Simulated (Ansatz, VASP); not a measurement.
# Two plane-wave programs on Mn

The input INCAR:

```
PREC = Accurate
ENCUT = 520
EDIFF = 1E-6
ISMEAR = 0
SIGMA = 0.05
LREAL = False
LASPH = True
NELM = 150
ALGO = Fast
ISIF = 2
LWAVE = False
LCHARG = True
ISPIN = 2
MAGMOM = 0.15
LORBIT = 11
LMAXMIX = 4
GGA = PE
LELF = True
LVHAR = True
NBANDS = 16
```

KPOINTS

```
Automatic mesh
0
Gamma
  10 10 10
```

POSCAR

```
Mn
1.0
    0.0000000000      1.7640922479      1.7640922479
    1.7640922479      0.0000000000      1.7640922479
    1.7640922479      1.7640922479      0.0000000000
Mn
1
Direct
    0.0000000000      0.0000000000      0.0000000000
```

Input for Ansatz:

```yaml
crystal:
  lattice:
    - [0.0, 1.7640922479, 1.7640922479]
    - [1.7640922479, 0.0, 1.7640922479]
    - [1.7640922479, 1.7640922479, 0.0]
  atoms:
    - { symbol: Mn, position: [0.0, 0.0, 0.0], spin: 0.15 }
basis:
  ecutwfc: 420
  ecutrho_ratio: 4
kpoints:
  mp_grid: { grid: [10, 10, 10] }
hamiltonian:
  xc: pbe
scf:
  occupations: { method: gaussian, width: 0.05 }
output:
  forces: true
  stress: true
  eigenvalues: true
  populations: true
magnetization:
  spin_polarized: true
```

Alike in both runs: task single point; functional PBE; k mesh 10 × 10 × 10; occupations gaussian, width 0.05 eV; collinear spin.

|  | VASP | Ansatz |
| --- | --- | --- |
| version | VASP 6.6.1 | Ansatz 0.2.0 |
| potentials or method | VASP PAW PBE potentials, release 64 (Mn_pv), cutoff 520 eV | scalar-relativistic, plane waves, PAW |
| valence electrons in the cell | 13 | 15 |

```csv
,VASP,Ansatz,Ansatz less VASP
gap on the k mesh at the Fermi level (eV),none,none,-
pressure (GPa),-5.7,-5.6,+0.07
net moment per atom (μB),0.11,0.11,0.000
size of the moment on the site where the two differ most (μB),0.11,0.11,0.000
```

Site moments also hang on the region over which each program counts them. A gap of «none» marks a metal or a gap that the smearing closes. With one functional, cell and mesh, what is left measures potentials, basis and numerics. VASP's potentials hold 13 valence electrons a cell and Ansatz's 15, so a difference there can come from the potentials and not from the codes.
